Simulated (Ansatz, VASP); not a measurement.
## TaN: VASP beside Ansatz

```
CELL_PARAMETERS angstrom
0.00000 2.20079 2.17900
2.17900 0.00000 2.17900
2.17900 2.20079 0.00000
ATOMIC_POSITIONS crystal
Ta 0.50000 0.50000 0.50000
N 0.00000 0.00000 0.00000
```

Change from the starting cell: strain +0.0100 x Voigt [0, 1, 0, 0, 0, 0], atoms carried along.

Alike in both runs: task single point; functional r2SCAN; k mesh 18 × 18 × 18; occupations gaussian, width 0.15 eV; no spin polarisation.

```csv
,VASP,Ansatz
version,VASP 6.6.1,Ansatz 0.2.0
potentials or method,"VASP PAW PBE potentials, release 64 (Ta_pv, N), cutoff 520 eV","scalar-relativistic, plane waves, PAW"
valence electrons in the cell,16,18
```

Ansatz gave:

| Item | Value |
| --- | --- |
| gap on the k mesh at the Fermi level (eV) | none |
| pressure (GPa) | 6.0 |
| traceless stress, the component that is largest in VASP (GPa) | -4.31 |

Question: What did VASP give for the same quantities?

Answer: gap on the k mesh at the Fermi level (eV): none; pressure (GPa): 8.1; traceless stress, the component that is largest in VASP (GPa): -4.31.

VASP's potentials were made for PBE, not for r2SCAN. A gap of «none» marks a metal or a gap that the smearing closes. VASP's potentials hold 16 valence electrons a cell and Ansatz's 18, so a difference there can come from the potentials and not from the codes.

Neither program's run includes spin-orbit coupling.
